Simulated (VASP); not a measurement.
Write the native input for VASP 6.6.1 that does the following.

```yaml
Task: single point
Functional: PBE
Potentials_or_basis: VASP PAW PBE potentials, release 64 (Sr_sv, O)
Cutoff: 520 eV
k_mesh: 12 × 12 × 12
Occupations: gaussian, width 0.05 eV
Spin: no spin polarisation
Dipole_correction: no
Further_INCAR_settings: ALGO = Normal; EDIFF = 1e-06; NBANDS = 15
```

The structure of SrO lies in POSCAR:

```
SrO
1.0
    0.0000000000      2.5697984671      2.5697984671
    2.5697984671      0.0000000000      2.5697984671
    2.5697984671      2.5697984671      0.0000000000
Sr O
1 1
Direct
    0.5000000000      0.5000000000      0.5000000000
    0.0000000000      0.0000000000      0.0000000000
```

One way to write it, as run:

INCAR

```
PREC     = Accurate       # precision mode
ENCUT    = 520            # plane-wave cutoff, eV
EDIFF    = 1E-6           # SCF threshold, eV
ISMEAR   = 0              # smearing method
SIGMA    = 0.05           # smearing width, eV
LREAL    = False          # projectors in reciprocal space
LASPH    = True           # aspherical terms in the spheres
NELM     = 80             # most SCF steps
ALGO     = Normal         # electronic algorithm
ISIF     = 2              # what is computed and relaxed
LWAVE    = False          # write WAVECAR
LCHARG   = False          # write CHGCAR
GGA      = PE             # functional
NBANDS   = 15             # bands
```

KPOINTS

```
regular mesh
0
Gamma
  12 12 12
```

Potentials or basis: VASP PAW PBE potentials, release 64 (Sr_sv, O).

The run is started by

```console
$ cat potpaw_PBE.64/Sr_sv/POTCAR potpaw_PBE.64/O/POTCAR > POTCAR
$ mpirun -np 1 vasp_std > vasp.out
```

Results of the run:

| Property | Result |
| --- | --- |
| Pressure | 3.5 GPa |
| Band gap on the k mesh | 3.26 eV, indirect (least direct gap 3.35 eV) |

Wall time 46 s on 1 thread of AMD EPYC 7R43 64-Core Processor (Zen 3), with other jobs on the host, peak memory 0.14 GiB.
